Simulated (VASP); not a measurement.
# GaSi62 (a cell with a defect) in VASP: single point with LDA

Aim: the single point of GaSi62 (a cell with a defect) with LDA.

All numbers are computed with VASP 6.6.1; they aren't measurements. Logs are shortened: lines on timing, memory, paths and dates and some standing lists are left out, and cuts for length are marked.

**1. The cell of the first run**

The cell holds a defect, 63 atoms: a = 10.860 Å, b = 10.860 Å, c = 10.860 Å, α = 90.00°, β = 90.00°, γ = 90.00°.

**2. Single point, LDA, collinear spin, ferromagnetic start**

INCAR reads:

```
SYSTEM = GaSi62
PREC = Accurate
ENCUT = 520
EDIFF = 1E-7
ISMEAR = 0
SIGMA = 0.02
LREAL = Auto
LASPH = .TRUE.
NELM = 150
ALGO = Normal
ISIF = 2
LWAVE = .FALSE.
LCHARG = .FALSE.
ISPIN = 2
MAGMOM = 0 0 0 0 0 0 0 0 0 0 0 0 0 0 0 0 0 0 0 0 0 0 0 0 0 0 0 0 0 0 0 0 0 0 0 0 0 0 0 0 0 0 0 0 0 0 0 0 0 0 0 0 0 0 0 0 0 0 0 0 0 0 1
LORBIT = 11
NELECT = 259.0
NBANDS = 172
```

KPOINTS reads:

```
regular mesh
0
G
  1 1 1
  0 0 0
```

POSCAR reads:

```
GaSi62
1.0
   10.8600000000      0.0000000000      0.0000000000
    0.0000000000     10.8600000000      0.0000000000
    0.0000000000      0.0000000000     10.8600000000
Si Ga
62 1
Direct
    0.4984117861     -0.0013447599     -0.0073235572
    0.8757054600      0.3761388370      0.1259591545
    0.7576981051     -0.0013955768      0.2518757669
    0.8766370802      0.1250424595      0.3772761156
   -0.0003671873      0.0017241413      0.0009616001
    0.1252798144      0.1248605003      0.1256849714
    0.2504483291      0.2510493369     -0.0003338501
    0.3733385718      0.3769459479      0.1253531341
    0.5020258564      0.4994182007      0.0010054771
    0.6245469066      0.6258013322      0.1257768257
    0.7507013077      0.7509780413     -0.0003439899
    0.8768839663      0.8734171061      0.1254306666
    0.2517707792      0.0012114795      0.2494416454
    0.3757411405      0.1264427974      0.3745853370
    0.4985632284      0.2578392850      0.2520250465
    0.6248855794      0.3771218722      0.3771106778
    0.7494395712      0.5000062521      0.2489520613
    0.8768099061      0.6251716388      0.3748153675
    0.5009950589      0.0011557073      0.4984164653
    0.6245130443      0.1248283053      0.6248316052
    0.7507331180      0.2509865253      0.4997981875
    0.8747026640      0.3751979146      0.6251884765
    0.7494637862      0.0016885340      0.7505503355
    0.8756198334      0.1247344467      0.8744949858
   -0.0015027017      0.4989692266     -0.0007836588
    0.1243670474      0.6244391253      0.1253800795
    0.2497821400      0.7497602167      0.0002094907
    0.3756831470      0.8761737853      0.1241990498
   -0.0005807910      0.2493295525      0.2488551838
    0.1247993594      0.3768208543      0.3746435665
    0.2500006602      0.5020447766      0.2495880569
    0.3753092051      0.6263319154      0.3748133470
    0.5007591614      0.7520110813      0.2493699157
    0.6260995391      0.8759309635      0.3743862225
    0.0021147428      0.0009380564      0.5004618309
    0.1243455519      0.1251455664      0.6260267637
    0.2498026275      0.2504490692      0.5008936000
    0.3759659479      0.3769083364      0.6258298976
    0.5006285928      0.5021991445      0.5004125540
    0.6248620289      0.6245822532      0.6258812017
    0.7501488845      0.7499059581      0.5007233109
    0.8768665049      0.8758201783      0.6254776572
    0.2500478035      0.0008952566      0.7484573099
    0.3731112001      0.1252081399      0.8736962130
    0.5018436526      0.2494608136      0.7511457923
    0.6258624560      0.3746313003      0.8757805885
    0.7506100027      0.4986792659      0.7517417164
    0.8744406174      0.6252909397      0.8754000913
    0.0021834068      0.7501332349      0.2496682820
    0.1262047346      0.8758046589      0.3747978743
    0.0004885881      0.5006075529      0.4999730481
    0.1253240503      0.6253733188      0.6252082001
    0.2506816356      0.7508716324      0.4997366867
    0.3755802097      0.8757988213      0.6241957718
   -0.0014064971      0.2512835901      0.7516134494
    0.1249087160      0.3751149741      0.8755106313
    0.2506636018      0.5005109272      0.7501433949
    0.3759451037      0.6248007100      0.8737397826
    0.5007116375      0.7501076586      0.7483378010
    0.6247895105      0.8735507696      0.8734218919
    0.0003108474      0.7504442752      0.7499652479
    0.1248793207      0.8758093064      0.8735038031
    0.6149969479      0.1150697691      0.1354233477
```

Potentials or basis: VASP PAW LDA potentials, release 64 (Si, Ga_d).

Started as:

```
> cat potpaw_LDA.64/Si/POTCAR potpaw_LDA.64/Ga_d/POTCAR > POTCAR
> mpirun -np 1 vasp_gam > vasp.out
```

OUTCAR:

```text
SYSTEM = GaSi62
   PREC = Accurate
   ENCUT = 520
   EDIFF = 1E-7
   ISMEAR = 0
   LREAL = Auto
   LASPH = .TRUE.
   NELM = 150
   ISIF = 2
   ISPIN = 2
   LORBIT = 11
   NELECT = 259.0

 ion  position               nearest neighbor table
   1  0.498  0.999  0.993-  60 2.33  44 2.33  28 2.36  63 2.37
   2  0.876  0.376  0.126-  25 2.33  17 2.34  29 2.34
   3  0.758  0.999  0.252-   4 2.33  12 2.33  34 2.36  63 2.37
   4  0.877  0.125  0.377-   3 2.33  35 2.34  21 2.35  29 2.35
   5  1.000  0.002  0.001-  24 2.34   6 2.34  12 2.35  62 2.37
   6  0.125  0.125  0.126-  29 2.34   5 2.34  13 2.34   7 2.37
   7  0.250  0.251  1.000-  56 2.34   8 2.35  44 2.35   6 2.37
   8  0.373  0.377  0.125-  15 2.33  31 2.34   7 2.35   9 2.35
[... 41 lines left out ...]
  50  0.126  0.876  0.375-  53 2.35  49 2.35  35 2.35  13 2.36
  51  0.000  0.501  0.500-  18 2.34  30 2.34  52 2.35  22 2.36
  52  0.125  0.625  0.625-  51 2.35  61 2.35  57 2.35  53 2.36
[... 8 lines left out ...]
  61  0.000  0.750  0.750-  42 2.34  62 2.34  52 2.35  48 2.36
  62  0.125  0.876  0.874-  61 2.34  43 2.35  27 2.37   5 2.37
  63  0.615  0.115  0.135-   3 2.37   1 2.37  15 2.37

  LATTYP: Found a simple cubic cell.
 ALAT       =    10.8600000000

  Lattice vectors:

 A1 = (  10.8600000000,   0.0000000000,   0.0000000000)
 A2 = (   0.0000000000,  10.8600000000,   0.0000000000)
 A3 = (   0.0000000000,   0.0000000000,  10.8600000000)

Analysis of symmetry for initial positions (statically):
=====================================================================
 Subroutine PRICEL returns:
 Original cell was already a primitive cell.

 Routine SETGRP: Setting up the symmetry group for a
 simple cubic supercell.

 Subroutine GETGRP returns: Found  1 space group operations
 (whereof  1 operations were pure point group operations)
 out of a pool of 48 trial point group operations.

The static configuration has the point symmetry C_1 .

Analysis of symmetry for dynamics (positions and initial velocities):
=====================================================================
 Subroutine PRICEL returns:
 Original cell was already a primitive cell.

 Routine SETGRP: Setting up the symmetry group for a
 simple cubic supercell.

 Subroutine GETGRP returns: Found  1 space group operations
 (whereof  1 operations were pure point group operations)
 out of a pool of 48 trial point group operations.

The dynamic configuration has the point symmetry C_1 .

Analysis of structural, dynamic, and magnetic symmetry:
=====================================================================
 Subroutine PRICEL returns:
 Original cell was already a primitive cell.

 Routine SETGRP: Setting up the symmetry group for a
 simple cubic supercell.

 Subroutine GETGRP returns: Found  1 space group operations
 (whereof  1 operations were pure point group operations)
 out of a pool of 48 trial point group operations.

The overall configuration has the point symmetry C_1 .

 Subroutine INISYM returns: Found  1 space group operations
 (whereof  1 operations are pure point group operations),
 and found     1 'primitive' translations

----------------------------------------------------------------------------------------

                                     Primitive cell

  volume of cell :    1280.8241

  direct lattice vectors                    reciprocal lattice vectors
    10.860000000  0.000000000  0.000000000     0.092081031  0.000000000  0.000000000
     0.000000000 10.860000000  0.000000000     0.000000000  0.092081031  0.000000000
     0.000000000  0.000000000 10.860000000     0.000000000  0.000000000  0.092081031

  length of vectors
    10.860000000 10.860000000 10.860000000     0.092081031  0.092081031  0.092081031

  position of ions in fractional coordinates (direct lattice)
     0.498411786  0.998655240  0.992676443
     0.875705460  0.376138837  0.125959155
     0.757698105  0.998604423  0.251875767
[... 170 lines left out ...]
   LSORBIT =      F    spin-orbit coupling
   LASPH  =      T    aspherical Exc in radial PAW
   ENCUT  =  520.0 eV  38.22 Ry    6.18 a.u.  20.19 20.19 20.19*2*pi/ulx,y,z
   NELM   =    150;   NELMIN=  2; NELMDL= -5     # of ELM steps
   EDIFF  = 0.1E-06   stopping-criterion for ELM
   LREAL  =      T    real-space projection
   EDIFFG = 0.1E-05   stopping-criterion for IOM
   NSW    =      0    number of steps for IOM
   IBRION =     -1    ionic relax: 0-MD 1-quasi-New 2-CG
   NFREE  =      0    steps in history (QN), initial steepest desc. (CG)
   ISIF   =      2    stress and relaxation
   ISYM   =      2    0-nonsym 1-usesym 2-fastsym
   POTIM  = 0.5000    time-step for ionic-motion
   TEBEG  =    0.0;   TEEND  =   0.0 temperature during run
   PSTRESS=    0.0 pullay stress
   NELECT =     259.0000    total number of electrons
   NUPDOWN=      -1.0000    fix difference up-down
   EMIN   =  10.00;   EMAX   =-10.00  energy-range for DOS
   EFERMI =   0.00;   METHOD = LEGACY
   ISMEAR =     0;   SIGMA  =   0.02  broadening in eV -4-tet -1-fermi 0-gaus
   EFERMI_NEDOS =   21; number of points for ismear=-14 and -15
   IALGO  =     38    algorithm
   IMIX   =      4    mixing-type and parameters
     AMIX     =   0.40;   BMIX     =  1.00
     AMIX_MAG =   1.60;   BMIX_MAG =  1.00
  volume/ion in A,a.u.               =      20.33       137.20
  Fermi-wavevector in a.u.,A,eV,Ry     =   0.960900  1.815838 12.562655  0.923329
  Thomas-Fermi vector in A             =   2.090225
   LORBIT       =     11    0 simple, 1 ext, 2 COOP (PROOUT), +10 PAW based schemes
   GGA     = CA    functional components
   LHFCALC =     F    Hartree Fock is set to
   AEXX    =    0.0000 exact exchange contribution
   IVDW    =     0    specifies the selected vdW correction
   LEPSILON=     F    determine dielectric tensor
   LRPA    =     F    only Hartree local field effects (RPA)
 spin polarized calculation
 Gauss-broadening in eV      SIGMA  =   0.02
  energy-cutoff  :      520.00
  volume of cell :     1280.82
 maximum number of plane-waves:     17229
 NGX is ok and might be reduce to    84
   NGX = 41   NGY = 41   NGZ = 41

 number of electron     258.9999983 magnetization       0.8666124

 Free energy of the ion-electron system (eV)
  ---------------------------------------------------
  ext. energy  EPLUGINS =         0.00000000
  ---------------------------------------------------
  free energy    TOTEN  =      -375.29623440 eV

  energy without entropy =     -375.29257874  energy(sigma->0) =     -375.29440657

 E-fermi :   5.4622     XC(G=0):  -9.5227

 val. band max:        5.4410012137   @ k =   0.0000   0.0000   0.0000
 cond. band min:       5.4834670428   @ k =   0.0000   0.0000   0.0000
 fundamental gap:      0.0424658291
 Fermi energy:         5.4622341282

 spin component 1

 k-point     1 :       0.0000    0.0000    0.0000
  band No.  band energies     occupation
      1      -9.1929      1.00000
      2      -9.1503      1.00000
      3      -9.1500      1.00000
      4      -9.0603      1.00000
      5      -9.0602      1.00000
      6      -6.3045      1.00000
[... 133 lines left out ...]
    140       6.7177      0.00000
    141       6.7197      0.00000
 Fermi energy:         5.4622341282

 spin component 2

 k-point     1 :       0.0000    0.0000    0.0000
  band No.  band energies     occupation
      1      -9.1879      1.00000
      2      -9.1462      1.00000
      3      -9.1459      1.00000
      4      -9.0582      1.00000
      5      -9.0582      1.00000
      6      -6.2913      1.00000
[... 133 lines left out ...]
    140       6.7268      0.00000
    141       6.7286      0.00000
 [bands above 141 left out]

------------------------ aborting loop because EDIFF is reached ----------------------------------------

  FORCE on cell =-STRESS in cart. coord.  units (eV):
  Direction    XX          YY          ZZ          XY          YZ          ZX
  --------------------------------------------------------------------------------------
  -------------------------------------------------------------------------------------
  Total      -26.5399905    -26.6411780    -26.6323086     -2.3002589      2.7139180      2.3232488
  in kB      -33.1987605    -33.3253355    -33.3142409     -2.8773840      3.3948284      2.9061420
  external PRESSURE =     -33.2794457 kB  Pullay stress =       0.0000000 kB

 VOLUME and BASIS-vectors are now :
 -----------------------------------------------------------------------------
  energy-cutoff  :      520.00
  volume of cell :     1280.82
      direct lattice vectors                 reciprocal lattice vectors
    10.860000000  0.000000000  0.000000000     0.092081031  0.000000000  0.000000000
     0.000000000 10.860000000  0.000000000     0.000000000  0.092081031  0.000000000
     0.000000000  0.000000000 10.860000000     0.000000000  0.000000000  0.092081031

 POSITION                                       TOTAL-FORCE (eV/Angst)
 -----------------------------------------------------------------------------------
      5.41275     10.84540     10.78047        -0.009376      0.002777      0.001751
      9.51016      4.08487      1.36792        -0.001251     -0.010611     -0.008201
      8.22860     10.84484      2.73537         0.005500     -0.010547      0.008016
      9.52028      1.35796      4.09722         0.002878      0.001982     -0.005751
     10.85601      0.01872      0.01044        -0.011829      0.001185     -0.006185
      1.36054      1.35599      1.36494         0.011942     -0.004337      0.002884
[... 55 lines left out ...]
      1.35619      9.51129      9.48625        -0.004892     -0.005792      0.009866
      6.67887      1.24966      1.47070        -0.004877      0.006997     -0.003682
 -----------------------------------------------------------------------------------
    total drift:                                0.005040      0.000439      0.002426

  FREE ENERGIE OF THE ION-ELECTRON SYSTEM (eV)
  ---------------------------------------------------
  free  energy   TOTEN  =      -375.2962343988 eV

  energy  without entropy=     -375.2925787423  energy(sigma->0) =     -375.29440657

 total charge

# of ion       s       p       d       tot
------------------------------------------
    1        0.753   0.959   0.000   1.711
    2        0.788   0.855   0.000   1.643
    3        0.753   0.959   0.000   1.711
    4        0.746   0.962   0.000   1.708
    5        0.749   0.944   0.000   1.693
    6        0.747   0.956   0.000   1.703
[... 55 lines left out ...]
   62        0.752   0.938   0.000   1.691
   63        0.957   0.798   9.953  11.708
--------------------------------------------------
tot         47.479  59.531   9.953 116.963

 magnetization (x)

# of ion       s       p       d       tot
------------------------------------------
    1        0.000   0.004   0.000   0.004
    2        0.000   0.003   0.000   0.003
    3        0.000   0.003   0.000   0.003
    4        0.000   0.008   0.000   0.008
    5        0.000   0.008   0.000   0.008
    6        0.000   0.010   0.000   0.010
[... 55 lines left out ...]
   62        0.000   0.007   0.000   0.007
   63        0.002   0.012  -0.000   0.014
--------------------------------------------------
tot          0.009   0.383  -0.000   0.392
```

Run time: 6.1 min. Hardware: 1 thread of Intel Xeon 6975P-C (Granite Rapids), shared host; peak memory 0.88 GiB.

What came out:

```yaml
Free_energy: -375.2962 eV
Largest_force: 0.019 eV/Å
Net_moment: 0.87 μB per cell
Valence_electrons_inside_the_program's_atomic_spheres: Si 1.71, 1.64, 1.69, 1.70; Ga 11.71
```

Forces in eV/Å, atoms in the order of the input:
```
Si  -0.009  0.003  0.002
Si  -0.001 -0.011 -0.008
Si   0.005 -0.011  0.008
Si   0.003  0.002 -0.006
Si  -0.012  0.001 -0.006
Si   0.012 -0.004  0.003
Si   0.000  0.000 -0.002
Si   0.006 -0.006  0.005
Si   0.004 -0.003 -0.002
Si   0.002 -0.008 -0.001
Si  -0.007 -0.003 -0.010
Si   0.001  0.001  0.001
Si  -0.003  0.013 -0.007
Si   0.010  0.005 -0.004
Si  -0.017  0.001 -0.009
Si   0.009 -0.007  0.003
Si  -0.010 -0.001 -0.008
Si   0.006  0.000 -0.008
Si  -0.006 -0.004  0.001
Si   0.010 -0.001  0.006
Si  -0.008  0.007 -0.003
Si   0.009 -0.006  0.005
Si  -0.015  0.002  0.007
Si   0.001  0.006  0.010
Si  -0.002  0.003  0.004
Si   0.001  0.002 -0.003
Si  -0.009 -0.005  0.003
Si   0.012 -0.008 -0.009
Si  -0.007  0.012 -0.002
Si   0.002  0.000  0.000
Si  -0.003 -0.008 -0.006
Si   0.017 -0.003 -0.003
Si  -0.004  0.001  0.002
Si   0.007  0.008  0.001
Si  -0.013 -0.002 -0.009
Si   0.011  0.007  0.012
Si  -0.008 -0.003  0.003
Si   0.005 -0.010 -0.002
Si   0.000 -0.002 -0.006
Si   0.002 -0.003  0.010
Si  -0.003 -0.001  0.003
Si  -0.005  0.004 -0.003
Si  -0.004  0.009 -0.006
Si   0.006  0.005  0.001
Si   0.005  0.003  0.007
Si  -0.013  0.007 -0.006
Si   0.008 -0.005  0.005
Si   0.008  0.003  0.004
Si  -0.017  0.002 -0.005
Si  -0.002  0.000  0.004
Si  -0.005 -0.005 -0.008
Si  -0.001 -0.012  0.006
Si  -0.001  0.012 -0.001
Si   0.006  0.001  0.000
Si  -0.005  0.002 -0.003
Si   0.010 -0.004 -0.005
Si  -0.010 -0.001 -0.001
Si   0.013  0.006  0.008
Si  -0.002  0.002  0.006
Si   0.016 -0.003  0.008
Si   0.003  0.012  0.010
Si  -0.005 -0.006  0.010
Ga  -0.005  0.007 -0.004
```

Caveat: the k points lie up to 0.58 Å⁻¹ apart; the cell carries a net charge on a neutralising background, which shifts energy and pressure; the cell is charged against a uniform background, so pressure and absolute levels hang on convention.
